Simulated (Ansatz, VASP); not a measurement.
NbP: VASP beside Ansatz

```xyz
4
Lattice="-1.6692 1.6692 5.7320 1.6692 -1.6692 5.7320 1.6692 1.6692 -5.7320" Properties=species:S:1:pos:R:3 pbc="T T T"
Nb    0.0000    0.0000    8.5960
Nb    1.6692    0.0000    5.7300
P     0.0000    0.0000    3.8153
P     1.6692    0.0000    0.9493
```

Alike in both runs: task single point; functional LDA; k mesh 10 × 10 × 10; occupations fermi-dirac, width 0.02 eV; no spin polarisation.

```csv
,VASP,Ansatz
version,VASP 6.6.1,Ansatz 0.2.0
potentials or method,"VASP PAW LDA potentials, release 64 (Nb_sv, P)","plane waves, PAW"
plane-wave cutoff (eV),520,420
valence electrons in the cell,36,36
```

Ansatz gave:

| Property | Result |
| --- | --- |
| pressure (GPa) | -7.9 |
| traceless stress, the component that is largest in VASP (GPa) | -0.05 |
| rms of the force components (eV/Å) | 0.010 |

Q: Which values does VASP return?

A: Pressure (GPa): -8.0; traceless stress, the component that is largest in VASP (GPa): -0.06; rms of the force components (eV/Å): 0.010.

LDA's correlation is that of Perdew and Zunger in VASP and of Perdew and Wang (1992) in Ansatz. Atom by atom the forces differ by 0.000 eV/Å (rms over components).
